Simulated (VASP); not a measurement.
# P (Cmmm) in VASP: further runs, part 2 of 2

VASP 6.6.1. Earlier steps stand in the parts before.

**3. Relaxation of cell and atoms, PBE**

INCAR reads:

```
SYSTEM = P
ALGO = Normal ; EDIFF = 1E-6
EDIFFG = -0.04 ; ENCUT = 600
GGA = PE ; IBRION = 2
ISIF = 3 ; ISMEAR = 0
LASPH = .True. ; LCHARG = .False.
LREAL = .False. ; LWAVE = .False.
NELM = 100 ; NSW = 90
PREC = Accurate ; SIGMA = 0.1
```

KPOINTS reads:

```
k-points
0
Gamma
  4 4 6
  0 0 0
```

POSCAR reads:

```
P
1.0
    2.3005475900     -4.9065908100      0.0000000000
    2.3005475900      4.9065908100      0.0000000000
    0.0000000000      0.0000000000      3.2698254600
P
6
Direct
    0.1019200500      0.3216338200      0.5000000000
    0.8980799500      0.6783661800      0.5000000000
    0.3216338200      0.1019200500      0.5000000000
    0.6783661800      0.8980799500      0.5000000000
    0.0000000000      0.5000000000      0.0000000000
    0.5000000000      0.0000000000      0.0000000000
```

Potentials or basis: VASP PAW PBE potentials, release 64 (P).

Run with:

```sh
> cat potpaw_PBE.64/P/POTCAR > POTCAR
> mpirun -np 1 vasp_std > vasp.out
```

OUTCAR:

```text
SYSTEM = P
   EDIFF = 1E-6
   EDIFFG = -0.04
   ENCUT = 600
   GGA = PE
   IBRION = 2
   ISIF = 3
   ISMEAR = 0
   LASPH = .True.
   LREAL = .False.
   NELM = 100
   NSW = 90
   PREC = Accurate

 ion  position               nearest neighbor table
   1  0.102  0.322  0.500-   4 1.95   5 2.14   5 2.14   3 2.16   4 2.65   2 2.77   2 2.91
   2  0.898  0.678  0.500-   3 1.95   5 2.14   5 2.14   4 2.16   3 2.65   1 2.77   1 2.91
   3  0.322  0.102  0.500-   2 1.95   6 2.14   6 2.14   1 2.16   2 2.65   4 2.77   4 2.91
   4  0.678  0.898  0.500-   1 1.95   6 2.14   6 2.14   2 2.16   1 2.65   3 2.77   3 2.91
   5  0.000  0.500  0.000-   1 2.14   2 2.14   1 2.14   2 2.14   6 2.30   6 2.30
   6  0.500  0.000  0.000-   3 2.14   4 2.14   3 2.14   4 2.14   5 2.30   5 2.30

  LATTYP: Found a base centered orthorhombic cell.
 ALAT       =     4.6010951800
 B/A-ratio  =     2.1327925714
 C/A-ratio  =     0.7106624254

  Lattice vectors:

 A1 = (   2.3005475900,  -4.9065908100,   0.0000000000)
 A2 = (   2.3005475900,   4.9065908100,   0.0000000000)
 A3 = (   0.0000000000,   0.0000000000,   3.2698254600)

Analysis of symmetry for initial positions (statically):
=====================================================================
 Subroutine PRICEL returns:
 Original cell was already a primitive cell.

 Routine SETGRP: Setting up the symmetry group for a
 base centered orthorhombic supercell.

 Subroutine GETGRP returns: Found  8 space group operations
 (whereof  8 operations were pure point group operations)
 out of a pool of  8 trial point group operations.

The static configuration has the point symmetry D_2h.

Analysis of symmetry for dynamics (positions and initial velocities):
=====================================================================
 Subroutine PRICEL returns:
 Original cell was already a primitive cell.

 Routine SETGRP: Setting up the symmetry group for a
 base centered orthorhombic supercell.

 Subroutine GETGRP returns: Found  8 space group operations
 (whereof  8 operations were pure point group operations)
 out of a pool of  8 trial point group operations.

The dynamic configuration has the point symmetry D_2h.

 Subroutine INISYM returns: Found  8 space group operations
 (whereof  8 operations are pure point group operations),
 and found     1 'primitive' translations

----------------------------------------------------------------------------------------

                                     Primitive cell

  volume of cell :      73.8186

  direct lattice vectors                    reciprocal lattice vectors
     2.300547590 -4.906590810  0.000000000     0.217339560 -0.101903749  0.000000000
     2.300547590  4.906590810  0.000000000     0.217339560  0.101903749  0.000000000
     0.000000000  0.000000000  3.269825460     0.000000000  0.000000000  0.305826721

  length of vectors
     5.419146851  5.419146851  3.269825460     0.240043451  0.240043451  0.305826721

  position of ions in fractional coordinates (direct lattice)
     0.101920050  0.321633820  0.500000000
     0.898079950  0.678366180  0.500000000
     0.321633820  0.101920050  0.500000000
     0.678366180  0.898079950  0.500000000
     0.000000000  0.500000000  0.000000000
     0.500000000  0.000000000  0.000000000

  ion indices of the primitive-cell ions
   primitive index   ion index
                 1           1
                 2           2
                 3           3
                 4           4
                 5           5
                 6           6

----------------------------------------------------------------------------------------

 KPOINTS: k-points

Automatic generation of k-mesh.
 Grid dimensions read from file:
 generate k-points for:    4    4    6

 Generating k-lattice:

  Cartesian coordinates                     Fractional coordinates (reciprocal lattice)
     0.054334890 -0.025475937  0.000000000     0.250000000  0.000000000  0.000000000
     0.054334890  0.025475937  0.000000000     0.000000000  0.250000000  0.000000000
     0.000000000  0.000000000  0.050971120     0.000000000  0.000000000  0.166666667

  Length of vectors
     0.060010863  0.060010863  0.050971120

  Shift w.r.t. Gamma in fractional coordinates (k-lattice)
     0.000000000  0.000000000  0.000000000

 Subroutine IBZKPT returns following result:
 ===========================================

 Found     28 irreducible k-points:

 Following reciprocal coordinates:
            Coordinates               Weight
  0.000000  0.000000  0.000000      1.000000
  0.250000  0.000000  0.000000      4.000000
  0.500000  0.000000  0.000000      2.000000
  0.250000  0.250000  0.000000      2.000000
  0.500000  0.250000  0.000000      4.000000
 -0.250000  0.250000  0.000000      2.000000
[... 16 lines left out ...]
  0.250000  0.000000  0.500000      4.000000
  0.500000  0.000000  0.500000      2.000000
 [... further k-points ...]
   k-points           NKPTS =     28   k-points in BZ     NKDIM =     28   number of bands    NBANDS=     19
   number of dos      NEDOS =    301   number of ions     NIONS =      6
   total plane-waves  NPLWV =  64512
   dimension x,y,z NGX =    48 NGY =   48 NGZ =   28
   dimension x,y,z NGXF=    96 NGYF=   96 NGZF=   56
   ions per type =               6
   NGX,Y,Z   is equivalent  to a cutoff of  14.73, 14.73, 14.24 a.u.
   NGXF,Y,Z  is equivalent  to a cutoff of  29.45, 29.45, 28.47 a.u.
 SYSTEM =  P
   PREC   = accura    normal or accurate (medium, high low for compatibility)
   ISTART =      0    job   : 0-new  1-cont  2-samecut
   ICHARG =      2    charge: 1-file 2-atom 10-const
   ISPIN  =      1    spin polarized calculation?
   LNONCOLLINEAR =      F non collinear calculations
   LSORBIT =      F    spin-orbit coupling
   LASPH  =      T    aspherical Exc in radial PAW
   ENCUT  =  600.0 eV  44.10 Ry    6.64 a.u.  10.82 10.82  6.53*2*pi/ulx,y,z
   NELM   =    100;   NELMIN=  2; NELMDL= -5     # of ELM steps
   EDIFF  = 0.1E-05   stopping-criterion for ELM
   LREAL  =      F    real-space projection
   EDIFFG = -.4E-01   stopping-criterion for IOM
   NSW    =     90    number of steps for IOM
   IBRION =      2    ionic relax: 0-MD 1-quasi-New 2-CG
   NFREE  =      1    steps in history (QN), initial steepest desc. (CG)
   ISIF   =      3    stress and relaxation
   ISYM   =      2    0-nonsym 1-usesym 2-fastsym
   POTIM  = 0.5000    time-step for ionic-motion
   TEBEG  =    0.0;   TEEND  =   0.0 temperature during run
   PSTRESS=    0.0 pullay stress
   NELECT =      30.0000    total number of electrons
   NUPDOWN=      -1.0000    fix difference up-down
   EMIN   =  10.00;   EMAX   =-10.00  energy-range for DOS
   EFERMI =   0.00;   METHOD = LEGACY
   ISMEAR =     0;   SIGMA  =   0.10  broadening in eV -4-tet -1-fermi 0-gaus
   EFERMI_NEDOS =   21; number of points for ismear=-14 and -15
   IALGO  =     38    algorithm
   IMIX   =      4    mixing-type and parameters
     AMIX     =   0.40;   BMIX     =  1.00
     AMIX_MAG =   1.60;   BMIX_MAG =  1.00
  volume/ion in A,a.u.               =      12.30        83.03
  Fermi-wavevector in a.u.,A,eV,Ry     =   1.212626  2.291530 20.006832  1.470461
  Thomas-Fermi vector in A             =   2.348104
   LORBIT       =      0    0 simple, 1 ext, 2 COOP (PROOUT), +10 PAW based schemes
   GGA     = PE    functional components
   LHFCALC =     F    Hartree Fock is set to
   AEXX    =    0.0000 exact exchange contribution
   IVDW    =     0    specifies the selected vdW correction
   LEPSILON=     F    determine dielectric tensor
   LRPA    =     F    only Hartree local field effects (RPA)
 conjugate gradient relaxation of ions
 non-spin polarized calculation
 Gauss-broadening in eV      SIGMA  =   0.10
  energy-cutoff  :      600.00
  volume of cell :       73.82
 maximum number of plane-waves:      2486
 NGX is ok and might be reduce to    48
   NGX = 21   NGY = 21   NGZ = 13

--------------------------------------- Ionic step        1  -------------------------------------------

 number of electron      30.0000000 magnetization

 Free energy of the ion-electron system (eV)
  ---------------------------------------------------
  ext. energy  EPLUGINS =         0.00000000
  ---------------------------------------------------
  free energy    TOTEN  =       -26.67423483 eV

  energy without entropy =      -26.66651845  energy(sigma->0) =      -26.67037664

 E-fermi :  12.4237     XC(G=0): -11.8263

 val. band max:       12.3903753220   @ k =   0.5000   0.0000   0.3333
 cond. band min:      12.4865761565   @ k =   0.5000   0.5000   0.5000
 fundamental gap:      0.0962008344
 Fermi energy:        12.4237449630
[... 1178 lines left out ...]
  FREE ENERGIE OF THE ION-ELECTRON SYSTEM (eV)
  ---------------------------------------------------
  free  energy   TOTEN  =       -30.9028892671 eV

  energy  without entropy=      -30.8954832987  energy(sigma->0) =      -30.89918628

[... ionic steps 4 to 12 ...]

--------------------------------------- Ionic step       13  -------------------------------------------

 number of electron      29.9999998 magnetization

------------------------ aborting loop because EDIFF is reached ----------------------------------------
[... 75 lines left out ...]
--------------------------------------- Ionic step       15  -------------------------------------------

 number of electron      29.9999998 magnetization

 Free energy of the ion-electron system (eV)
  ---------------------------------------------------
  ext. energy  EPLUGINS =         0.00000000
  ---------------------------------------------------
  free energy    TOTEN  =       -31.11128108 eV

  energy without entropy =      -31.10731869  energy(sigma->0) =      -31.10929989

 E-fermi :   8.6266     XC(G=0): -10.7328

 val. band max:        8.5530498051   @ k =   0.5000   0.5000   0.3333
 cond. band min:       8.6784873049   @ k =   0.0000   0.0000   0.1667
 fundamental gap:      0.1254374998
 Fermi energy:         8.6266229285
[... 561 lines left out ...]
  FREE ENERGIE OF THE ION-ELECTRON SYSTEM (eV)
  ---------------------------------------------------
  free  energy   TOTEN  =       -31.1112810773 eV

  energy  without entropy=      -31.1073186928  energy(sigma->0) =      -31.10929989

 reached required accuracy - stopping structural energy minimisation
```

It took 7 min on 1 thread of Oxide Virtual Turin-like, shared host; peak memory 0.21 GiB.

What came out:

- Free energy: -31.1113 eV
- Relaxed volume: 15.94 Å³/atom
- Relaxed cell: a = 6.067 Å, b = 6.067 Å, c = 3.546 Å, α = 90.00°, β = 90.00°, γ = 132.90°
- Space group after relaxing (to 0.05 Å): Pmmm (No. 47)
- Energy gained by relaxing: 739.5 meV/atom
- Ionic steps: 15
- Pressure after relaxing: -0.1 GPa
- Largest force after relaxing: 0.026 eV/Å
- Band gap on the k mesh: zero (band 15 reaches 9.61 eV, above the bottom of band 16 at 7.37 eV)

Forces on the atoms (eV/Å):
```
P   -0.025 -0.010  0.000
P    0.025  0.010  0.000
P   -0.025  0.010  0.000
P    0.025 -0.010  0.000
P    0.000  0.000  0.000
P    0.000  0.000  0.000
```

Stress tensor (GPa, compression positive):
```
 0.00  0.00  0.00
 0.00  0.01  0.00
 0.00  0.00 -0.21
```

Step by step:
```csv
step,energy change (eV),largest force (eV/Å),pressure (GPa),volume (Å³)
1,0.0000,5.2392,57.88,73.82
2,-2.4159,0.4352,-13.58,132.21
3,-4.2287,0.5611,-1.70,99.60
4,-4.2314,0.5789,-1.16,99.03
5,-4.2320,0.5964,-0.61,98.48
6,-4.3839,0.2827,-1.35,98.40
7,-4.3842,0.2842,-1.35,98.41
8,-4.4049,0.2235,0.01,96.68
9,-4.4075,0.2161,0.76,95.84
10,-4.4238,0.1279,0.68,95.51
11,-4.4315,0.1103,0.75,95.15
12,-4.4317,0.1249,0.78,95.06
13,-4.4361,0.0410,-0.44,95.99
14,-4.4365,0.0362,-0.19,95.80
15,-4.4370,0.0263,-0.07,95.63
```

Final structure:
```
P
1.0
     2.42414   -5.56220    0.00000
     2.42414    5.56220    0.00000
     0.00000    0.00000    3.54615
P
6
Direct
  0.14967 0.35169 0.50000
  0.85033 0.64831 0.50000
  0.35169 0.14967 0.50000
  0.64831 0.85033 0.50000
  0.00000 0.50000 0.00000
  0.50000 0.00000 0.00000
```

Levels at points of the mesh, in eV from the Fermi level:
```tsv
k point	band 12	band 13	band 14	band 15	band 16	band 17	band 18	band 19
(0.00, 0.00, 0.00)	-2.17	-1.85	-1.45	-1.41	0.11	0.38	2.24	3.25
(0.50, 0.00, 0.00)	-2.72	-1.27	-1.27	-1.26	-1.25	0.95	0.95	3.00
(0.50, 0.50, 0.00)	-3.14	-2.20	-0.70	0.28	1.10	1.62	3.06	3.58
(0.00, 0.00, 0.50)	-4.41	-4.36	-1.60	0.98	1.42	2.47	2.59	3.23
(0.50, 0.00, 0.50)	-2.04	-1.54	-1.49	-0.09	-0.09	0.10	0.12	1.96
(0.50, 0.50, 0.50)	-4.44	-3.76	-3.57	-0.99	-0.14	-0.12	1.21	2.70
```

Caveat: the k points lie up to 0.35 Å⁻¹ apart in the final cell; the volume moved by over 15 % at a fixed basis, so the end points are rough.
